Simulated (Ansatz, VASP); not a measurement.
Si3Ru in VASP and in Ansatz

```
Si Ru
1.0
     3.81899    0.00000    0.00000
     0.00000    3.81899    0.00000
     0.00000    0.00000    3.81899
Si Ru
3 1
Direct
  0.00000 0.50000 0.50000
  0.50000 0.00000 0.50000
  0.50000 0.50000 0.00000
  0.00000 0.00000 0.00000
```

Change from the starting cell: species swapped into the HoIn3 type (Pm-3m, No. 221).

Alike in both runs: task single point; functional PBE; k mesh 4 × 4 × 4; occupations gaussian, width 0.1 eV; collinear spin.

|  | VASP | Ansatz |
| --- | --- | --- |
| version | VASP 6.6.1 | Ansatz 0.2.0 |
| potentials or method | VASP PAW PBE potentials, release 64 (Si, Ru_pv), cutoff 520 eV | scalar-relativistic, plane waves, PAW |
| valence electrons in the cell | 26 | 28 |

Ansatz gave:

```
gap on the k mesh at the Fermi level (eV) : none
pressure (GPa)                            : -3.9
net moment per atom (μB)                  : 0.00
```

Task: Which values does VASP return?

Result: gap on the k mesh at the Fermi level (eV): none; pressure (GPa): -4.0; net moment per atom (μB): 0.00.

A gap of «none» marks a metal or a gap that the smearing closes. With one functional, cell and mesh, what is left measures potentials, basis and numerics. VASP's potentials hold 26 valence electrons a cell and Ansatz's 28, so a difference there can come from the potentials and not from the codes. Ansatz's warnings: seeded moment not kept.

The k mesh is coarse, so the values compare programs but aren't converged.
